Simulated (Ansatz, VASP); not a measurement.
## Ca: VASP beside Ansatz

Contents of INCAR:

```
SYSTEM = Ca
PREC = Accurate
ENCUT = 520
EDIFF = 1E-7
ISMEAR = 0
SIGMA = 0.15
LREAL = .False.
LASPH = .True.
NELM = 80
ALGO = Normal
ISIF = 2
LWAVE = .False.
LCHARG = .False.
GGA = PS
NBANDS = 11
```

File KPOINTS:

```
Automatic mesh
0
Gamma
  14 14 14
  0 0 0
```

The input POSCAR:

```
Ca
1.0
    0.0000000000      2.6824320000      2.5706640000
    2.6824320000      0.0000000000      2.5706640000
    2.6824320000      2.6824320000      0.0000000000
Ca
1
Direct
    0.0000000000      0.0000000000      0.0000000000
```

Input for Ansatz:

```yaml
crystal:
  lattice:
    - [0.0, 2.682432, 2.570664]
    - [2.682432, 0.0, 2.570664]
    - [2.682432, 2.682432, 0.0]
  atoms:
    - { symbol: Ca, position: [0.0, 0.0, 0.0] }
basis:
  ecutwfc: 420
kpoints:
  mp_grid: { grid: [14, 14, 14] }
hamiltonian:
  xc: pbesol
scf:
  occupations: { method: gaussian, width: 0.15 }
output:
  forces: true
  stress: true
  eigenvalues: true
```

Change from the starting cell: strain -0.040 along x and y, -0.080 along z, atoms carried along.

Alike in both runs: task single point; functional PBEsol; k mesh 14 × 14 × 14; occupations gaussian, width 0.15 eV; no spin polarisation.

```csv
,VASP,Ansatz
version,VASP 6.6.1,Ansatz 0.2.0
potentials or method,"VASP PAW PBE potentials, release 64 (Ca_sv), cutoff 520 eV","scalar-relativistic, plane waves, PAW"
valence electrons in the cell,10,10
```

```csv
,VASP,Ansatz,Ansatz less VASP
gap on the k mesh at the Fermi level (eV),none,none,-
pressure (GPa),1.9,1.9,-0.02
"traceless stress, the component that is largest in VASP (GPa)",0.18,0.18,0.000
```

VASP's potentials were made for PBE, not for PBEsol. A gap of «none» marks a metal or a gap that the smearing closes. The functional is the same, so the differences come from potentials, cutoffs and numerics.
